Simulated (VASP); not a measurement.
# AlN (F-43m) in VASP: further runs

Runs on AlN. Level: PBE. Tasks: single point, relaxation of cell and atoms.

Program: VASP 6.6.1. These are calculated values, not measurements. Logs are shortened: lines on timing, memory, paths and dates and some standing lists are left out, and cuts for length are marked.

## Step 1: The cell of the first run

Symmetry: F-43m, No. 216, cubic system. The conventional cell has a = 4.374 Å, b = 4.374 Å, c = 4.374 Å, α = 90.00°, β = 90.00°, γ = 90.00°. Within 2.5 Å of Al (site symmetry -43m) lie 4 N at 1.89 Å. N (site symmetry -43m) has 4 Al at 1.89 Å within 2.5 Å.

## Step 2: Single point, PBE

Input file INCAR:

```
PREC     = Accurate       # precision mode
ENCUT    = 520            # plane-wave cutoff, eV
EDIFF    = 1E-7           # SCF threshold, eV
ISMEAR   = 0              # smearing method
SIGMA    = 0.01           # smearing width, eV
LREAL    = F              # projectors in reciprocal space
LASPH    = T              # aspherical terms in the spheres
NELM     = 60             # most SCF steps
ALGO     = Normal         # electronic algorithm
ISIF     = 2              # what is computed and relaxed
LWAVE    = F              # write WAVECAR
LCHARG   = F              # write CHGCAR
GGA      = PE             # functional
NBANDS   = 11             # bands
```

Input file KPOINTS:

```
Automatic mesh
0
Gamma
  10 10 10
```

Input file POSCAR:

```
AlN
1.0
    0.0000000000      2.1870060813      2.1870060813
    2.1870060813      0.0000000000      2.1870060813
    2.1870060813      2.1870060813      0.0000000000
Al N
1 1
Direct
    0.0000000000      0.0000000000      0.0000000000
    0.7500000000      0.7500000000      0.7500000000
```

Potentials or basis: VASP PAW PBE potentials, release 64 (Al, N).

Started as:

```
cat potpaw_PBE.64/Al/POTCAR potpaw_PBE.64/N/POTCAR > POTCAR
mpirun -np 1 vasp_std > vasp.out
```

OUTCAR:

```text
PREC = Accurate
   ENCUT = 520
   EDIFF = 1E-7
   ISMEAR = 0
   LREAL = F
   LASPH = T
   NELM = 60
   ISIF = 2
   GGA = PE

 ion  position               nearest neighbor table
   1  0.000  0.000  0.000-   2 1.89   2 1.89   2 1.89   2 1.89
   2  0.750  0.750  0.750-   1 1.89   1 1.89   1 1.89   1 1.89

  LATTYP: Found a face centered cubic cell.
 ALAT       =     4.3740121626

  Lattice vectors:

 A1 = (   0.0000000000,   2.1870060813,   2.1870060813)
 A2 = (   2.1870060813,   0.0000000000,   2.1870060813)
 A3 = (   2.1870060813,   2.1870060813,   0.0000000000)

Analysis of symmetry for initial positions (statically):
=====================================================================
 Subroutine PRICEL returns:
 Original cell was already a primitive cell.

 Routine SETGRP: Setting up the symmetry group for a
 face centered cubic supercell.

 Subroutine GETGRP returns: Found 24 space group operations
 (whereof 24 operations were pure point group operations)
 out of a pool of 48 trial point group operations.

The static configuration has the point symmetry T_d .

Analysis of symmetry for dynamics (positions and initial velocities):
=====================================================================
 Subroutine PRICEL returns:
 Original cell was already a primitive cell.

 Routine SETGRP: Setting up the symmetry group for a
 face centered cubic supercell.

 Subroutine GETGRP returns: Found 24 space group operations
 (whereof 24 operations were pure point group operations)
 out of a pool of 48 trial point group operations.

The dynamic configuration has the point symmetry T_d .

 Subroutine INISYM returns: Found 24 space group operations
 (whereof 24 operations are pure point group operations),
 and found     1 'primitive' translations

----------------------------------------------------------------------------------------

                                     Primitive cell

  volume of cell :      20.9209

  direct lattice vectors                    reciprocal lattice vectors
     0.000000000  2.187006081  2.187006081    -0.228623050  0.228623050  0.228623050
     2.187006081  0.000000000  2.187006081     0.228623050 -0.228623050  0.228623050
     2.187006081  2.187006081  0.000000000     0.228623050  0.228623050 -0.228623050

  length of vectors
     3.092893661  3.092893661  3.092893661     0.395986738  0.395986738  0.395986738

  position of ions in fractional coordinates (direct lattice)
     0.000000000  0.000000000  0.000000000
     0.750000000  0.750000000  0.750000000

  ion indices of the primitive-cell ions
   primitive index   ion index
                 1           1
                 2           2

----------------------------------------------------------------------------------------

 KPOINTS: Automatic mesh

Automatic generation of k-mesh.
 Grid dimensions read from file:
 generate k-points for:   10   10   10

 Generating k-lattice:

  Cartesian coordinates                     Fractional coordinates (reciprocal lattice)
    -0.022862305  0.022862305  0.022862305     0.100000000  0.000000000  0.000000000
     0.022862305 -0.022862305  0.022862305     0.000000000  0.100000000  0.000000000
     0.022862305  0.022862305 -0.022862305     0.000000000  0.000000000  0.100000000

  Length of vectors
     0.039598674  0.039598674  0.039598674

  Shift w.r.t. Gamma in fractional coordinates (k-lattice)
     0.000000000  0.000000000  0.000000000

 Subroutine IBZKPT returns following result:
 ===========================================

 Found     47 irreducible k-points:

 Following reciprocal coordinates:
            Coordinates               Weight
  0.000000  0.000000  0.000000      1.000000
  0.100000  0.000000  0.000000      8.000000
  0.200000  0.000000  0.000000      8.000000
  0.300000  0.000000  0.000000      8.000000
  0.400000  0.000000  0.000000      8.000000
  0.500000  0.000000  0.000000      4.000000
[... 16 lines left out ...]
  0.300000  0.300000  0.000000      6.000000
  0.400000  0.300000  0.000000     24.000000
 [... further k-points ...]
   k-points           NKPTS =     47   k-points in BZ     NKDIM =     47   number of bands    NBANDS=     11
   number of dos      NEDOS =    301   number of ions     NIONS =      2
   total plane-waves  NPLWV =  13824
   dimension x,y,z NGX =    24 NGY =   24 NGZ =   24
   dimension x,y,z NGXF=    48 NGYF=   48 NGZF=   48
   ions per type =               1   1
   NGX,Y,Z   is equivalent  to a cutoff of  12.90, 12.90, 12.90 a.u.
   NGXF,Y,Z  is equivalent  to a cutoff of  25.80, 25.80, 25.80 a.u.
 SYSTEM =  unknown system
   PREC   = accura    normal or accurate (medium, high low for compatibility)
   ISTART =      0    job   : 0-new  1-cont  2-samecut
   ICHARG =      2    charge: 1-file 2-atom 10-const
   ISPIN  =      1    spin polarized calculation?
   LNONCOLLINEAR =      F non collinear calculations
   LSORBIT =      F    spin-orbit coupling
   LASPH  =      T    aspherical Exc in radial PAW
   ENCUT  =  520.0 eV  38.22 Ry    6.18 a.u.   5.75  5.75  5.75*2*pi/ulx,y,z
   NELM   =     60;   NELMIN=  2; NELMDL= -5     # of ELM steps
   EDIFF  = 0.1E-06   stopping-criterion for ELM
   LREAL  =      F    real-space projection
   EDIFFG = 0.1E-05   stopping-criterion for IOM
   NSW    =      0    number of steps for IOM
   IBRION =     -1    ionic relax: 0-MD 1-quasi-New 2-CG
   NFREE  =      0    steps in history (QN), initial steepest desc. (CG)
   ISIF   =      2    stress and relaxation
   ISYM   =      2    0-nonsym 1-usesym 2-fastsym
   POTIM  = 0.5000    time-step for ionic-motion
   TEBEG  =    0.0;   TEEND  =   0.0 temperature during run
   PSTRESS=    0.0 pullay stress
   NELECT =       8.0000    total number of electrons
   NUPDOWN=      -1.0000    fix difference up-down
   EMIN   =  10.00;   EMAX   =-10.00  energy-range for DOS
   EFERMI =   0.00;   METHOD = LEGACY
   ISMEAR =     0;   SIGMA  =   0.01  broadening in eV -4-tet -1-fermi 0-gaus
   EFERMI_NEDOS =   21; number of points for ismear=-14 and -15
   IALGO  =     38    algorithm
   IMIX   =      4    mixing-type and parameters
     AMIX     =   0.40;   BMIX     =  1.00
     AMIX_MAG =   1.60;   BMIX_MAG =  1.00
  volume/ion in A,a.u.               =      10.46        70.59
  Fermi-wavevector in a.u.,A,eV,Ry     =   1.188260  2.245486 19.210909  1.411962
  Thomas-Fermi vector in A             =   2.324393
   LORBIT       =      0    0 simple, 1 ext, 2 COOP (PROOUT), +10 PAW based schemes
   GGA     = PE    functional components
   LHFCALC =     F    Hartree Fock is set to
   AEXX    =    0.0000 exact exchange contribution
   IVDW    =     0    specifies the selected vdW correction
   LEPSILON=     F    determine dielectric tensor
   LRPA    =     F    only Hartree local field effects (RPA)
 non-spin polarized calculation
 Gauss-broadening in eV      SIGMA  =   0.01
  energy-cutoff  :      520.00
  volume of cell :       20.92
 maximum number of plane-waves:       588
   NGX = 11   NGY = 11   NGZ = 11

 number of electron       8.0000000 magnetization

 Free energy of the ion-electron system (eV)
  ---------------------------------------------------
  ext. energy  EPLUGINS =         0.00000000
  ---------------------------------------------------
  free energy    TOTEN  =       -14.84275171 eV

  energy without entropy =      -14.84275171  energy(sigma->0) =      -14.84275171

 E-fermi :   6.0666     XC(G=0): -10.9156

 val. band max:        5.9308092502   @ k =   0.0000   0.0000   0.0000
 cond. band min:       9.2467261318   @ k =   0.5000   0.5000   0.0000
 fundamental gap:      3.3159168816
 Fermi energy:         6.0666488305

 k-point     1 :       0.0000    0.0000    0.0000
  band No.  band energies     occupation
      1      -9.0258      2.00000
      2       5.9308      2.00000
      3       5.9308      2.00000
      4       5.9308      2.00000
      5      10.0903      0.00000
      6      18.4505      0.00000
      7      18.4505      0.00000
      8      18.4505      0.00000
      9      23.5866      0.00000
     10      23.5866      0.00000
     11      24.9805      0.00000

 k-point     2 :       0.1000    0.0000    0.0000
  band No.  band energies     occupation
      1      -8.8803      2.00000
      2       5.1198      2.00000
      3       5.8792      2.00000
      4       5.8792      2.00000
      5      10.7519      0.00000
      6      18.0621      0.00000
      7      18.5838      0.00000
      8      18.5838      0.00000
      9      22.3333      0.00000
     10      22.3333      0.00000
     11      24.1937      0.00000

 k-point     3 :       0.2000    0.0000    0.0000
  band No.  band energies     occupation
      1      -8.4659      2.00000
      2       3.5191      2.00000
      3       5.7507      2.00000
      4       5.7507      2.00000
      5      11.8767      0.00000
      6      17.2626      0.00000
      7      18.5173      0.00000
      8      18.5173      0.00000
      9      21.8003      0.00000
     10      21.8003      0.00000
     11      23.3228      0.00000

 k-point     4 :       0.3000    0.0000    0.0000
  band No.  band energies     occupation
      1      -7.8641      2.00000
      2       1.8795      2.00000
      3       5.6033      2.00000
      4       5.6033      2.00000
      5      12.7197      0.00000
      6      16.5065      0.00000
      7      17.8636      0.00000
      8      17.8636      0.00000
      9      22.8509      0.00000
     10      22.8509      0.00000
     11      23.1288      0.00000

 k-point     5 :       0.4000    0.0000    0.0000
  band No.  band energies     occupation
      1      -7.2629      2.00000
      2       0.6010      2.00000
      3       5.4923      2.00000
      4       5.4923      2.00000
      5      13.1486      0.00000
      6      15.9699      0.00000
      7      17.2694      0.00000
      8      17.2694      0.00000
      9      23.5441      0.00000
     10      24.6743      0.00000
     11      24.6743      0.00000
[... 211 lines left out ...]
 k-point    21 :      -0.3000    0.2000    0.0000
  band No.  band energies     occupation
      1      -7.1093      2.00000
      2       1.3413      2.00000
      3       3.7430      2.00000
      4       5.4128      2.00000
      5      13.8025      0.00000
      6      14.9559      0.00000
      7      17.6724      0.00000
      8      18.2130      0.00000
      9      22.2888      0.00000
     10      24.5929      0.00000
     11      27.1802      0.00000

 k-point    22 :      -0.2000    0.2000    0.0000
  band No.  band energies     occupation
      1      -7.6664      2.00000
      2       2.1809      2.00000
      3       4.2455      2.00000
      4       5.6767      2.00000
      5      13.4606      0.00000
      6      15.8581      0.00000
      7      17.2936      0.00000
      8      18.4031      0.00000
      9      20.8728      0.00000
     10      24.3247      0.00000
     11      27.2418      0.00000

 k-point    23 :       0.3000    0.3000    0.0000
  band No.  band energies     occupation
      1      -7.4902      2.00000
      2       2.4217      2.00000
      3       4.6949      2.00000
      4       4.6949      2.00000
      5      11.2477      0.00000
      6      15.6050      0.00000
      7      17.7700      0.00000
      8      20.3860      0.00000
      9      20.3860      0.00000
     10      26.2755      0.00000
     11      29.6351      0.00000

 k-point    24 :       0.4000    0.3000    0.0000
  band No.  band energies     occupation
      1      -7.0303      2.00000
      2       1.7910      2.00000
      3       4.2341      2.00000
      4       4.5317      2.00000
      5      10.8377      0.00000
      6      15.4388      0.00000
      7      18.1342      0.00000
      8      20.4742      0.00000
      9      20.9808      0.00000
     10      27.1968      0.00000
     11      29.4243      0.00000

 [... further k-points ...]

------------------------ aborting loop because EDIFF is reached ----------------------------------------

  FORCE on cell =-STRESS in cart. coord.  units (eV):
  Direction    XX          YY          ZZ          XY          YZ          ZX
  --------------------------------------------------------------------------------------
  -------------------------------------------------------------------------------------
  Total        0.4870351      0.4870351      0.4870351     -0.0000000      0.0000000     -0.0000000
  in kB       37.2984560     37.2984560     37.2984560     -0.0000000      0.0000000     -0.0000000
  external PRESSURE =      37.2984560 kB  Pullay stress =       0.0000000 kB

 VOLUME and BASIS-vectors are now :
 -----------------------------------------------------------------------------
  energy-cutoff  :      520.00
  volume of cell :       20.92
      direct lattice vectors                 reciprocal lattice vectors
     0.000000000  2.187006081  2.187006081    -0.228623050  0.228623050  0.228623050
     2.187006081  0.000000000  2.187006081     0.228623050 -0.228623050  0.228623050
     2.187006081  2.187006081  0.000000000     0.228623050  0.228623050 -0.228623050

 POSITION                                       TOTAL-FORCE (eV/Angst)
 -----------------------------------------------------------------------------------
      0.00000      0.00000      0.00000         0.000000      0.000000      0.000000
      3.28051      3.28051      3.28051        -0.000000     -0.000000     -0.000000
 -----------------------------------------------------------------------------------
    total drift:                               -0.000000     -0.000000     -0.000000

  FREE ENERGIE OF THE ION-ELECTRON SYSTEM (eV)
  ---------------------------------------------------
  free  energy   TOTEN  =       -14.8427517085 eV

  energy  without entropy=      -14.8427517085  energy(sigma->0) =      -14.84275171
```

Run time: 9.1 s. Hardware: 1 thread of AMD EPYC 7R43 (Zen 3), shared host; peak memory 0.1 GiB.

What came out:

- Free energy: -14.8428 eV
- Pressure: 3.7 GPa
- Band gap on the k mesh: 3.32 eV, indirect (least direct gap 4.16 eV)

Levels at points of the mesh, in eV from the valence-band top:
```csv
k point,band 2,band 3,band 4,band 5,band 6,band 7
"(0.00, 0.00, 0.00)",0.00,0.00,0.00,4.16,12.52,12.52
"(0.50, 0.00, 0.00)",-5.84,-0.48,-0.48,7.34,9.84,11.12
"(0.50, 0.50, 0.00)",-4.89,-1.77,-1.77,3.32,8.59,13.90
```

A k mesh can miss the band edges. PBE gaps usually lie below the measured ones, often by a third to a half.

## Step 3: Single point, PBE

This run uses another cell than the first one, of 10.67 Å³/atom, 1.020 times its volume.

Input file INCAR:

```
PREC     = Accurate       # precision mode
ENCUT    = 520            # plane-wave cutoff, eV
EDIFF    = 1E-6           # SCF threshold, eV
ISMEAR   = 0              # smearing method
SIGMA    = 0.02           # smearing width, eV
LREAL    = False          # projectors in reciprocal space
LASPH    = True           # aspherical terms in the spheres
NELM     = 60             # most SCF steps
ALGO     = Normal         # electronic algorithm
ISIF     = 2              # what is computed and relaxed
LWAVE    = False          # write WAVECAR
LCHARG   = True           # write CHGCAR
GGA      = PE             # functional
LELF     = True           # ELF
LVHAR    = True         
NBANDS   = 11             # bands
```

KPOINTS is that of step 2.

Input file POSCAR:

```
AlN
1.0
    0.0000000000      2.2015871044      2.2015871044
    2.2015871044      0.0000000000      2.2015871044
    2.2015871044      2.2015871044      0.0000000000
Al N
1 1
Direct
    0.0000000000      0.0000000000      0.0000000000
    0.7500000000      0.7500000000      0.7500000000
```

Potentials or basis: VASP PAW PBE potentials, release 64 (Al, N).

Started as:

```
cat potpaw_PBE.64/Al/POTCAR potpaw_PBE.64/N/POTCAR > POTCAR
mpirun -np 1 vasp_std > vasp.out
```

Wall time 9.5 s (1 thread of AMD EPYC 7R43 (Zen 3), shared host); peak memory 0.1 GiB.

The run converged. Its results:

```yaml
Free_energy: -14.8474 eV
Pressure: -0.3 GPa
Band_gap_on_the_k_mesh: 3.30 eV, indirect (least direct gap 3.98 eV)
```

Levels at points of the mesh, in eV from the valence-band top:
```
           k point  band 1  band 2  band 3  band 4  band 5  band 6  band 7  band 8  band 9
(0.00, 0.00, 0.00)  -14.84    0.00    0.00    0.00    3.98   12.32   12.32   12.32   17.50
(0.50, 0.00, 0.00)  -12.87   -5.75   -0.48   -0.48    7.16    9.70   11.00   11.00   17.67
(0.50, 0.50, 0.00)  -12.25   -4.83   -1.75   -1.75    3.30    8.47   13.64   15.44   15.44
```

A k mesh can miss the band edges. PBE gaps usually lie below the measured ones, often by a third to a half.

(Continued in part 2 of 2.)
